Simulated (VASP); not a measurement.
**Ir: single point with LDA**

Ir, a slab with vacuum:

```
CELL_PARAMETERS angstrom
2.69540 0.00000 0.00000
-1.34770 2.33429 0.00000
0.00000 0.00000 21.69830
ATOMIC_POSITIONS crystal
Ir 0.83333 0.16667 0.29956
Ir 0.16667 0.83333 0.39879
Ir 0.50000 0.50000 0.50000
Ir 0.83333 0.16667 0.60121
Ir 0.16667 0.83333 0.70044
```

| Property | Result |
| --- | --- |
| Program | VASP 6.6.1 |
| Task | single point |
| Functional | LDA |
| Potentials or basis | VASP PAW LDA potentials, release 64 (Ir) |
| Cutoff | 520 eV |
| k mesh | 15 × 15 × 1 |
| Occupations | fermi-dirac, width 0.08 eV |
| Spin | no spin polarisation |

```json
{
  "Largest force": "0.113 eV/Å",
  "Band gap on the k mesh": "zero (an odd number of electrons rules out a gap without spin polarisation)"
}
```

Forces in eV/Å, atoms in the order of the input:
```
Ir   0.000  0.000 -0.113
Ir   0.000  0.000  0.004
Ir   0.000  0.000  0.000
Ir   0.000  0.000 -0.004
Ir   0.000  0.000  0.113
```

Levels at points of the mesh, in eV from the Fermi level:
```
           k point  band 20  band 21  band 22  band 23  band 24  band 25
(0.00, 0.00, 0.00)    -1.24    -1.24    -1.15    -1.15    -0.55    -0.55
```

Wall time 4.1 min on 1 thread of Intel(R) Xeon(R) Platinum 8375C CPU @ 2.90GHz (Ice Lake), with other jobs on the host, peak memory 0.23 GiB.

Caveat: spin-orbit coupling is left out, which moves the levels of the heavy elements.
